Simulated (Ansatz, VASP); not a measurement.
## One calculation of BaTiO3, two programs

The input INCAR:

```
PREC = Accurate ; ENCUT = 520
EDIFF = 1E-6 ; ISMEAR = -1
SIGMA = 0.05 ; LREAL = F
LASPH = T ; NELM = 60
ALGO = Normal ; ISIF = 2
LWAVE = F ; LCHARG = F
GGA = PS ; NBANDS = 28
```

Contents of KPOINTS:

```
regular mesh
0
Gamma
  8 8 8
```

File POSCAR:

```
BaTiO3
1.0
    3.9841000000      0.0199205000      0.0199205000
    0.0284142500      2.8512790000      2.8599852500
    0.0000437500     -2.8228210000      2.8316147500
Ba Ti O
1 1 3
Direct
    0.0000000000      0.0000000000      0.0000000000
    0.5000000000      0.5079000000      0.5079000000
    0.0000000000      0.4921000000      0.4921000000
    0.5000000000      0.5025100000      0.9937100000
    0.5000000000      0.9937100000      0.5025100000
```

Input for Ansatz:

```yaml
crystal:
  lattice:
    - [3.9841, 0.0199205, 0.0199205]
    - [0.02841425, 2.851279, 2.85998525]
    - [4.375e-05, -2.822821, 2.83161475]
  atoms:
    - { symbol: Ba, position: [0.0, 0.0, 0.0] }
    - { symbol: Ti, position: [0.5, 0.5079, 0.5079] }
    - { symbol: O, position: [0.0, 0.4921, 0.4921] }
    - { symbol: O, position: [0.5, 0.50251, 0.99371] }
    - { symbol: O, position: [0.5, 0.99371, 0.50251] }
kpoints:
  mp_grid: { grid: [8, 8, 8] }
  band_path:
    path:
      - [0.0, 0.0, 0.0]
      - [0.0, 0.0, -0.5]
      - [-0.5, 0.0, 0.0]
      - [0.0, 0.0, 0.0]
      - [0.0, 0.5, 0.0]
      - [0.5, 0.5, 0.5]
      - [0.0, 0.0, 0.0]
      - [0.5, 0.5, 0.0]
      - [0.0, 0.5, 0.5]
    npoints: 5
scf:
  occupations: { method: fermi_dirac, width: 0.05 }
hamiltonian:
  xc: pbesol
  pseudopotentials: { kind: all_electron, lapw: { basis_error: 0.001 } }
output:
  forces: true
  stress: true
  eigenvalues: true
```

Change from the starting cell: equal xy, yz and zx shear strains of +1 %.

Alike in both runs: task single point; functional PBEsol; k mesh 8 × 8 × 8; occupations fermi-dirac, width 0.05 eV; no spin polarisation.

```csv
,VASP,Ansatz
version,VASP 6.6.1,Ansatz 0.2.0
potentials or method,"VASP PAW PBE potentials, release 64 (Ba_sv, Ti_sv, O), cutoff 520 eV","all-electron LAPW, scalar-relativistic"
```

|  | VASP | Ansatz | Ansatz less VASP |
| --- | --- | --- | --- |
| pressure (GPa) | -2.5 | -4.3 | -1.81 |
| traceless stress, the component that is largest in VASP (GPa) | -1.22 | -1.18 | +0.036 |
| rms of the force components (eV/Å) | 0.096 | 0.101 | +0.0053 |

VASP's potentials were made for PBE, not for PBEsol. Atom by atom the forces differ by 0.009 eV/Å (rms over components). Ansatz ran all-electron here, and VASP with PAW potentials.

Neither program's run includes spin-orbit coupling.
